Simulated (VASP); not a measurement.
# Mg (P6_3/mmc) in VASP: notebook, part 2 of 2

VASP 6.6.1. Earlier steps stand in the parts before.

### 3 Single point, PBEsol-based screened hybrid

This run uses another cell than the first one, of 22.77 Å³/atom, 1.021 times its volume.

Contents of POSCAR:

```
Mg
1.0
    3.1877604248      0.0000000000      0.0000000000
   -1.5938802124      2.7606815091      0.0000000000
    0.0000000000      0.0000000000      5.1753304900
Mg
2
Direct
    0.6666666667      0.3333333333      0.7500000000
    0.3333333333      0.6666666667      0.2500000000
```

Contents of INCAR.step1:

```
  PREC = Accurate
  ENCUT = 520
  EDIFF = 1E-5
  ISMEAR = -1
  SIGMA = 0.05
  LREAL = F
  LASPH = T
  NELM = 100
  ALGO = Normal
  ISIF = 2
  LWAVE = T
  GGA = PE
  NBANDS = 9
```

Contents of INCAR.step2:

```
  PREC = Accurate
  ENCUT = 520
  EDIFF = 1E-6
  ISMEAR = -1
  SIGMA = 0.05
  LREAL = F
  LASPH = T
  NELM = 100
  ALGO = Normal
  ISIF = 2
  LWAVE = F
  LCHARG = T
  GGA = PS
  LHFCALC = T
  AEXX = 0.25
  HFSCREEN = 0.207
  PRECFOCK = Normal
  LELF = T
  LVHAR = T
  ISTART = 1
  NBANDS = 9
```

Contents of KPOINTS:

```
regular mesh
0
Gamma
  5 5 3
```

Potentials or basis: VASP PAW PBE potentials, release 64 (Mg).

Command:

```sh
cat potpaw_PBE.64/Mg/POTCAR > POTCAR
cp INCAR.step1 INCAR
mpirun -np 1 vasp_std > vasp.out
cp INCAR.step2 INCAR
mpirun -np 1 vasp_std > vasp.out
```

OUTCAR:

```text
PREC = Accurate
   ENCUT = 520
   EDIFF = 1E-6
   ISMEAR = -1
   LREAL = F
   LASPH = T
   NELM = 100
   ISIF = 2
   GGA = PS
   LHFCALC = T
   AEXX = 0.25
   HFSCREEN = 0.207
   PRECFOCK = Normal
   ISTART = 1

 ion  position               nearest neighbor table
   1  0.667  0.333  0.750-   2 3.18   2 3.18   2 3.18   2 3.18   2 3.18   2 3.18
   2  0.333  0.667  0.250-   1 3.18   1 3.18   1 3.18   1 3.18   1 3.18   1 3.18

  LATTYP: Found a hexagonal cell.
 ALAT       =     3.1877604248
 C/A-ratio  =     1.6235004518

  Lattice vectors:

 A1 = (   3.1877604248,   0.0000000000,   0.0000000000)
 A2 = (  -1.5938802124,   2.7606815091,   0.0000000000)
 A3 = (   0.0000000000,   0.0000000000,   5.1753304900)

Analysis of symmetry for initial positions (statically):
=====================================================================
 Subroutine PRICEL returns:
 Original cell was already a primitive cell.

 Routine SETGRP: Setting up the symmetry group for a
 hexagonal supercell.

 Subroutine GETGRP returns: Found 24 space group operations
 (whereof 12 operations were pure point group operations)
 out of a pool of 24 trial point group operations.

The static configuration has the point symmetry D_3d.
 The point group associated with its full space group is D_6h.

Analysis of symmetry for dynamics (positions and initial velocities):
=====================================================================
 Subroutine PRICEL returns:
 Original cell was already a primitive cell.

 Routine SETGRP: Setting up the symmetry group for a
 hexagonal supercell.

 Subroutine GETGRP returns: Found 24 space group operations
 (whereof 12 operations were pure point group operations)
 out of a pool of 24 trial point group operations.

The dynamic configuration has the point symmetry D_3d.
 The point group associated with its full space group is D_6h.

 Subroutine INISYM returns: Found 24 space group operations
[... 111 lines left out ...]
   NKREDX  =     1    reduce k-point grid by
   NKREDY  =     1    reduce k-point grid by
   NKREDZ  =     1    reduce k-point grid by
   AEXX    =    0.2500 exact exchange contribution
   HFSCREEN=    0.2070 screening length (either q_TF or 0.3 A-1)
   HFSCREENC=   0.2070 screening length for correlation (either q_TF or 0.3 A-1)
   ENCUTFOCK=  -1.0 apply spherical cutoff to Coloumb kernel
   IVDW    =     0    specifies the selected vdW correction
   LEPSILON=     F    determine dielectric tensor
   LRPA    =     F    only Hartree local field effects (RPA)
 non-spin polarized calculation
  energy-cutoff  :      520.00
  volume of cell :       45.54
 maximum number of plane-waves:      1239
 NGX is ok and might be reduce to    24
  NGX = 18; NGY = 18; NGZ = 30

 number of electron       4.0000000 magnetization

 Free energy of the ion-electron system (eV)
  ---------------------------------------------------
  ext. energy  EPLUGINS =         0.00000000
  ---------------------------------------------------
  free energy    TOTEN  =        -3.41337578 eV

  energy without entropy =       -3.40975643  energy(sigma->0) =       -3.41156611

 E-fermi :   2.4915     XC(G=0):  -7.1407

 val. band max:        2.4108986379   @ k =   0.4000   0.0000   0.0000
 cond. band min:       3.2080370404   @ k =   0.2000   0.2000   0.0000
 fundamental gap:      0.7971384024
 Fermi energy:         2.4914562937

 k-point     1 :       0.0000    0.0000    0.0000
  band No.  band energies     occupation
      1      -5.4314      2.00000
      2       0.6482      2.00000
      3       1.1909      2.00000
      4      14.4043      0.00000
      5      14.4043      0.00000
      6      14.5670      0.00000
      7      14.5670      0.00000
      8      15.3067      0.00000
      9      16.9896      0.00000
[... 97 lines left out ...]
 k-point    10 :       0.4000    0.2000    0.3333
  band No.  band energies     occupation
      1       1.4256      2.00000
      2       1.4632      2.00000
      3       3.5859      0.00000
      4       3.6447      0.00000
      5       5.9303      0.00000
      6       7.6919      0.00000
      7      11.2183      0.00000
      8      11.5631      0.00000
      9      14.9219      0.00000

------------------------ aborting loop because EDIFF is reached ----------------------------------------

  FORCE on cell =-STRESS in cart. coord.  units (eV):
  Direction    XX          YY          ZZ          XY          YZ          ZX
  --------------------------------------------------------------------------------------
  -------------------------------------------------------------------------------------
  Total       -0.1942201     -0.1942201      0.0315943      0.0000000      0.0000000      0.0000000
  in kB       -6.8322635     -6.8322635      1.1114211      0.0000000      0.0000000      0.0000000
  external PRESSURE =      -4.1843687 kB  Pullay stress =       0.0000000 kB

 VOLUME and BASIS-vectors are now :
 -----------------------------------------------------------------------------
  energy-cutoff  :      520.00
  volume of cell :       45.54
      direct lattice vectors                 reciprocal lattice vectors
     3.187760425  0.000000000  0.000000000     0.313699860  0.181114699  0.000000000
    -1.593880212  2.760681509  0.000000000     0.000000000  0.362229398  0.000000000
     0.000000000  0.000000000  5.175330490     0.000000000  0.000000000  0.193224375

 POSITION                                       TOTAL-FORCE (eV/Angst)
 -----------------------------------------------------------------------------------
      1.59388      0.92023      3.88150        -0.000000     -0.000000      0.000000
     -0.00000      1.84045      1.29383         0.000000      0.000000      0.000000
 -----------------------------------------------------------------------------------
    total drift:                               -0.000007      0.000004     -0.000000

  FREE ENERGIE OF THE ION-ELECTRON SYSTEM (eV)
  ---------------------------------------------------
  free  energy   TOTEN  =        -3.4133757820 eV

  energy  without entropy=       -3.4097564315  energy(sigma->0) =       -3.41156611
```

OSZICAR.step1:

```text
N       E                     dE             d eps       ncg     rms          rms(c)
DAV:   1    -0.328578822626E+00   -0.32858E+00   -0.13266E+03   180   0.317E+02
DAV:   2    -0.305416134487E+01   -0.27256E+01   -0.26475E+01   260   0.303E+01
DAV:   3    -0.309259184973E+01   -0.38431E-01   -0.38401E-01   258   0.269E+00
DAV:   4    -0.309273374475E+01   -0.14190E-03   -0.14189E-03   212   0.151E-01
DAV:   5    -0.309273469114E+01   -0.94640E-06   -0.94666E-06   240   0.115E-02    0.946E-01
DAV:   6    -0.308680377572E+01    0.59309E-02   -0.57005E-04   212   0.187E-01    0.606E-01
DAV:   7    -0.307958844124E+01    0.72153E-02   -0.21782E-03   189   0.323E-01    0.329E-02
DAV:   8    -0.307959983340E+01   -0.11392E-04   -0.14533E-05   226   0.230E-02    0.760E-03
DAV:   9    -0.307959870029E+01    0.11331E-05   -0.12850E-06   106   0.558E-03
   1 F= -.30795987E+01 E0= -.30777825E+01  d E =-.363231E-02
```

It took 52 s on 1 thread of Intel Xeon Platinum 8488C (Sapphire Rapids), shared host; peak memory 0.26 GiB.

What came out:

| Item | Value |
| --- | --- |
| Free energy | -3.4134 eV |
| Pressure | -0.4 GPa |
| Band gap on the k mesh | zero (band 2 reaches 3.21 eV, above the bottom of band 3 at 1.19 eV) |

Levels at points of the mesh, in eV from the Fermi level:
```tsv
k point	band 1	band 2	band 3	band 4	band 5
(0.00, 0.00, 0.00)	-7.92	-1.84	-1.30	11.91	11.91
```

Caveat: the k points lie up to 0.46 Å⁻¹ apart; the PAW data sets were made with another functional, which shifts forces and pressure a little.

### 4 Single point, PBEsol-based screened hybrid

This run uses another cell than the first one, of 23.70 Å³/atom, 1.062 times its volume.

Contents of POSCAR:

```
Mg
1.0
    3.2305542618      0.0000000000      0.0000000000
   -1.6152771309      2.7977420591      0.0000000000
    0.0000000000      0.0000000000      5.2448063036
Mg
2
Direct
    0.6666666667      0.3333333333      0.7500000000
    0.3333333333      0.6666666667      0.2500000000
```

Contents of INCAR.step1:

```
ALGO     = Normal         # electronic algorithm
EDIFF    = 1E-5           # SCF threshold, eV
ENCUT    = 520            # plane-wave cutoff, eV
GGA      = PE             # functional
ISIF     = 2              # what is computed and relaxed
ISMEAR   = -1             # smearing method
LASPH    = T              # aspherical terms in the spheres
LCHARG   = F              # write CHGCAR
LREAL    = F              # projectors in reciprocal space
LWAVE    = T              # write WAVECAR
NBANDS   = 9              # bands
NELM     = 80             # most SCF steps
PREC     = Accurate       # precision mode
SIGMA    = 0.05           # smearing width, eV
```

Contents of INCAR.step2:

```
AEXX     = 0.25           # exact-exchange fraction
ALGO     = Normal         # electronic algorithm
EDIFF    = 1E-7           # SCF threshold, eV
ENCUT    = 520            # plane-wave cutoff, eV
GGA      = PS             # functional
HFSCREEN = 0.207          # screening, 1/A
ISIF     = 2              # what is computed and relaxed
ISMEAR   = -1             # smearing method
ISTART   = 1            
LASPH    = T              # aspherical terms in the spheres
LCHARG   = F              # write CHGCAR
LHFCALC  = T              # exact exchange
LREAL    = F              # projectors in reciprocal space
LWAVE    = F              # write WAVECAR
NBANDS   = 9              # bands
NELM     = 80             # most SCF steps
PREC     = Accurate       # precision mode
PRECFOCK = Normal       
SIGMA    = 0.05           # smearing width, eV
```

Contents of KPOINTS:

```
k-points
0
Gamma
  5 5 3
```

Command:

```sh
cat potpaw_PBE.64/Mg/POTCAR > POTCAR
cp INCAR.step1 INCAR
mpirun -np 1 vasp_std > vasp.out
cp INCAR.step2 INCAR
mpirun -np 1 vasp_std > vasp.out
```

Wall time 99 s (1 thread of Intel Xeon Platinum 8488C (Sapphire Rapids), shared host); peak memory 0.25 GiB.

The run converged. Its results:

| Property | Result |
| --- | --- |
| Free energy | -3.4003 eV |
| Pressure | -1.8 GPa |
| Band gap on the k mesh | zero (band 2 reaches 3.02 eV, above the bottom of band 3 at 0.99 eV) |

Stress tensor (GPa, compression positive):
```
-2.03  0.00  0.00
 0.00 -2.03  0.00
 0.00  0.00 -1.33
```

Levels at points of the mesh, in eV from the Fermi level:
| k point | band 1 | band 2 | band 3 | band 4 | band 5 | band 6 | band 7 |
| --- | --- | --- | --- | --- | --- | --- | --- |
| (0.00, 0.00, 0.00) | -7.75 | -1.78 | -1.32 | 11.65 | 11.65 | 11.73 | 11.73 |

Caveat: the k points lie up to 0.45 Å⁻¹ apart; the PAW data sets were made with another functional, which shifts forces and pressure a little.

### 5 Single point, PBEsol-based screened hybrid

This run uses another cell than the first one, of 24.17 Å³/atom, 1.083 times its volume.

Contents of POSCAR:

```
Mg
1.0
    3.2515324747      0.0000000000      0.0000000000
   -1.6257662373      2.8159097243      0.0000000000
    0.0000000000      0.0000000000      5.2788644417
Mg
2
Direct
    0.6666666667      0.3333333333      0.7500000000
    0.3333333333      0.6666666667      0.2500000000
```

Contents of INCAR.step1:

```
PREC = Accurate
ENCUT = 520
EDIFF = 1E-5
ISMEAR = -1
SIGMA = 0.05
LREAL = F
LASPH = T
NELM = 80
ALGO = Normal
ISIF = 2
LWAVE = T
LCHARG = F
NBANDS = 9
GGA = PE
```

Contents of INCAR.step2:

```
PREC = Accurate
ENCUT = 520
EDIFF = 1E-6
ISMEAR = -1
SIGMA = 0.05
LREAL = F
LASPH = T
NELM = 80
ALGO = Normal
ISIF = 2
LWAVE = F
LCHARG = F
GGA = PS
LHFCALC = T
AEXX = 0.25
HFSCREEN = 0.207
PRECFOCK = Normal
NBANDS = 9
ISTART = 1
```

Contents of KPOINTS:

```
regular mesh
0
Gamma
  5 5 3
```

Command:

```sh
cat potpaw_PBE.64/Mg/POTCAR > POTCAR
cp INCAR.step1 INCAR
mpirun -np 1 vasp_std > vasp.out
cp INCAR.step2 INCAR
mpirun -np 1 vasp_std > vasp.out
```

Wall time 71 s (1 thread of Intel Xeon Platinum 8488C (Sapphire Rapids), shared host); peak memory 0.25 GiB.

Results (log left out):

```
Free energy            : -3.3881 eV
Pressure               : -2.4 GPa
Band gap on the k mesh : zero (band 2 reaches 2.93 eV, above the bottom of band 3 at 0.89 eV)
```

Stress tensor (GPa, compression positive):
```
-2.61  0.00  0.00
 0.00 -2.61  0.00
 0.00  0.00 -1.96
```

Levels at points of the mesh, in eV from the Fermi level:
```csv
k point,band 1,band 2,band 3,band 4,band 5,band 6
"(0.00, 0.00, 0.00)",-7.66,-1.76,-1.33,11.52,11.52,11.57
```

Caveat: the k points lie up to 0.45 Å⁻¹ apart; the PAW data sets were made with another functional, which shifts forces and pressure a little.

### 6 Overview

| cell | gap on the mesh (eV) | pressure (GPa) |
| --- | --- | --- |
| a = 3.166, b = 3.166, c = 5.140 Å, angles 90.0, 90.0, 120.0°, 2 atoms | none | 0.4 |
| a = 3.188, b = 3.188, c = 5.175 Å, angles 90.0, 90.0, 120.0°, 2 atoms | none | -0.4 |
| a = 3.231, b = 3.231, c = 5.245 Å, angles 90.0, 90.0, 120.0°, 2 atoms | none | -1.8 |
| a = 3.252, b = 3.252, c = 5.279 Å, angles 90.0, 90.0, 120.0°, 2 atoms | none | -2.4 |

Alike in all rows: task single point; level PBEsol-based screened hybrid; potentials or basis VASP PAW PBE potentials, release 64 (Mg); no spin polarisation; k mesh 5 × 5 × 3; cutoff (eV) 520; smearing fermi-dirac 0.05 eV.

Caveats: all runs use coarse meshes; the PAW data sets were made with another functional, which shifts forces and pressure a little.

Absolute energies hang on the potentials; compare differences alone.
